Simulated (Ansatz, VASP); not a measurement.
# Two plane-wave programs on Al2Cu

```xyz
3
Lattice="4.1212 0.0000 0.0000 0.0000 4.1212 0.0000 0.0000 0.0000 2.8847" Properties=species:S:1:pos:R:3 pbc="T T T"
Al    2.0792    0.0242    1.4424
Al   -0.2440    1.9541    1.4424
Cu    0.0957    0.0350    0.0000
```

Change from the starting cell: mode 4 frozen in at -0.244 Å and mode 9 at -0.106 Å (largest displacements).

Alike in both runs: task single point; functional PBE; k mesh 10 × 10 × 14; occupations gaussian, width 0.15 eV; no spin polarisation.

|  | VASP | Ansatz |
| --- | --- | --- |
| version | VASP 6.6.1 | Ansatz 0.2.0 |
| potentials or method | VASP PAW PBE potentials, release 64 (Al, Cu), cutoff 520 eV | scalar-relativistic, plane waves, PAW |
| valence electrons in the cell | 17 | 25 |

|  | VASP | Ansatz | Ansatz less VASP |
| --- | --- | --- | --- |
| gap on the k mesh at the Fermi level (eV) | none | none | - |
| pressure (GPa) | 1.9 | 1.7 | -0.22 |
| traceless stress, the component that is largest in VASP (GPa) | 0.95 | 0.95 | 0.000 |
| rms of the force components (eV/Å) | 0.569 | 0.569 | +0.0002 |

Atom by atom the forces differ by 0.004 eV/Å (rms over components). A gap of «none» marks a metal or a gap that the smearing closes. VASP's potentials hold 17 valence electrons a cell and Ansatz's 25, so a difference there can come from the potentials and not from the codes.
